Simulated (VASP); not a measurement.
Write the native input for VASP 6.6.1 that does the following.

```
Task                   : single point
Functional             : PBE
Potentials or basis    : VASP PAW PBE potentials, release 64 (Cd, Sn_d, O)
Cutoff                 : 520 eV
k mesh                 : 4 × 4 × 4
Occupations            : gaussian, width 0.1 eV
Spin                   : no spin polarisation
Dipole correction      : no
Further INCAR settings : ALGO = Normal; EDIFF = 1e-07; NBANDS = 37
```

The structure of Cd2SnO3 lies in POSCAR:

```
Cd2SnO3
1.0
    2.4545468769     -5.3573615941      0.0000000000
    2.4545468769      5.3573615941      0.0000000000
    0.0000000000      0.0000000000      3.6626051854
Cd Sn O
2 1 3
Direct
    0.6487232944      0.3512767056      0.5000000000
    0.3512767056      0.6487232944      0.5000000000
    0.0000000000      0.0000000000      0.0000000000
    0.1460030797      0.8539969203      0.5000000000
    0.8539969203      0.1460030797      0.5000000000
    0.5000000000      0.5000000000      0.0000000000
```

The cell was generated, and may not be a known phase.

These files were run (other wordings do the same):

INCAR

```
PREC = Accurate
ENCUT = 520
EDIFF = 1E-7
ISMEAR = 0
SIGMA = 0.1
LREAL = False
LASPH = True
NELM = 80
ALGO = Normal
ISIF = 2
LWAVE = False
LCHARG = False
GGA = PE
NBANDS = 37
```

KPOINTS

```
Automatic mesh
0
Gamma
  4 4 4
```

Potentials or basis: VASP PAW PBE potentials, release 64 (Cd, Sn_d, O).

Run with:

```sh
$ cat potpaw_PBE.64/Cd/POTCAR potpaw_PBE.64/Sn_d/POTCAR potpaw_PBE.64/O/POTCAR > POTCAR
$ mpirun -np 1 vasp_std > vasp.out
```

It gave:

- Pressure: 0.6 GPa
- Largest force: 0.090 eV/Å
- Band gap on the k mesh: zero (bands 28 and 29 overlap by 0.86 eV)

Caveat: the k points lie up to 0.43 Å⁻¹ apart, too coarse for converged energies and pressures of a metal; spin-orbit coupling is left out, which moves the levels of the heavy elements.

It took 2.3 min on 1 thread of Oxide Virtual Turin-like Processor (shared host), peak memory 0.24 GiB.
